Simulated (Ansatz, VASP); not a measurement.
Two plane-wave programs on Co

INCAR

```
PREC = Accurate
ENCUT = 520
EDIFF = 1E-6
ISMEAR = -1
SIGMA = 0.05
LREAL = F
LASPH = T
NELM = 150
ALGO = Normal
ISIF = 2
LWAVE = F
LCHARG = F
ISPIN = 2
MAGMOM = 1.729 1.729
LORBIT = 11
LMAXMIX = 4
GGA = RP
NBANDS = 20
```

The input KPOINTS:

```
Automatic mesh
0
Gamma
  23 23 13
```

POSCAR

```
Co
1.0
    2.5192509300      0.0000000000      0.0000000000
   -1.2596254650      2.1817353039      0.0000000000
    0.0000000000      0.0000000000      4.0694449721
Co
2
Direct
    0.3333333333      0.6666666667      0.2500000000
    0.6666666667      0.3333333333      0.7500000000
```

Input for Ansatz:

```yaml
crystal:
  lattice:
    - [2.5192509252, 0.0, 0.0]
    - [-1.2596254626, 2.1817352998, 0.0]
    - [0.0, 0.0, 4.0694449776]
  atoms:
    - { symbol: Co, position: [0.3333333333, 0.6666666667, 0.25], spin: 1.729 }
    - { symbol: Co, position: [0.6666666667, 0.3333333333, 0.75], spin: 1.729 }
hamiltonian:
  xc: rpbe
  pseudopotentials:
    kind: paw
    azcp:
      Co: "pseudopotentials/Co.paw.azcp"
basis:
  ecutwfc: 420
  fft_grid_basis: typed
kpoints:
  mp_grid: { grid: [23, 23, 13], shift: [0, 0, 0] }
magnetization:
  spin_polarized: true
scf:
  occupations: { method: fermi_dirac, width: 0.05 }
output:
  stress: true
```

Alike in both runs: task single point; functional RPBE; k mesh 23 × 23 × 13; occupations fermi-dirac, width 0.05 eV; collinear spin.

```csv
,VASP,Ansatz
version,VASP 6.6.1,Ansatz 0.2.0
potentials or method,"VASP PAW PBE potentials, release 64 (Co), cutoff 520 eV","plane waves (420 eV) with PAW, scalar-relativistic"
valence electrons in the cell,18,34
```

|  | VASP | Ansatz | Ansatz less VASP |
| --- | --- | --- | --- |
| pressure (GPa) | -0.9 | -0.3 | +0.60 |
| traceless stress, the component that is largest in VASP (GPa) | 0.15 | 0.25 | +0.098 |
| net moment per atom (μB) | 1.63 | 1.64 | +0.013 |
| size of the moment on the site where the two differ most (μB) | 1.66 | 1.73 | +0.069 |

VASP's potentials were made for PBE, not for RPBE. Site moments also hang on the region over which each program counts them. VASP's potentials hold 18 valence electrons a cell and Ansatz's 34, so a difference there can come from the potentials and not from the codes.
